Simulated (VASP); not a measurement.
Input of a VASP 6.6.1 run:

The input INCAR:

```
SYSTEM = GaGe3
ALGO     = Normal         ! electronic algorithm
EDIFF    = 1E-6           ! SCF threshold, eV
ENCUT    = 520            ! plane-wave cutoff, eV
GGA      = PS             ! functional
ISIF     = 2              ! what is computed and relaxed
ISMEAR   = -1             ! smearing method
LASPH    = .TRUE.         ! aspherical terms in the spheres
LCHARG   = .TRUE.         ! write CHGCAR
LELF     = .TRUE.         ! ELF
LREAL    = .FALSE.        ! projectors in reciprocal space
LVHAR    = .TRUE.       
LWAVE    = .FALSE.        ! write WAVECAR
NBANDS   = 36             ! bands
NELM     = 80             ! most SCF steps
PREC     = Accurate       ! precision mode
SIGMA    = 0.05           ! smearing width, eV
```

The input KPOINTS:

```
k-points
0
G
  7 7 7
  0 0 0
```

POSCAR

```
GaGe3
1.0
    0.0000000000      3.2516803200      3.3871670000
    3.2516803200      0.0000000000      3.3871670000
    3.2516803200      3.2516803200      0.0000000000
Ge Ga
3 1
Direct
    0.5000000000      0.5000000000      0.5000000000
    0.7500000000      0.7500000000      0.7500000000
    0.2500000000      0.2500000000      0.2500000000
    0.0000000000      0.0000000000      0.0000000000
```

Potentials or basis: VASP PAW PBE potentials, release 64 (Ge_d, Ga_d).

Run with:

```console
$ cat potpaw_PBE.64/Ge_d/POTCAR potpaw_PBE.64/Ga_d/POTCAR > POTCAR
$ mpirun -np 1 vasp_std > vasp.out
```

Problem. Estimate the pressure.

Solution. 1.5 GPa.

Stress tensor (GPa, compression positive):
```
1.05 0.00 0.00
0.00 1.05 0.00
0.00 0.00 2.48
```

Caveat: the PAW data sets were made with another functional, which shifts forces and pressure a little.
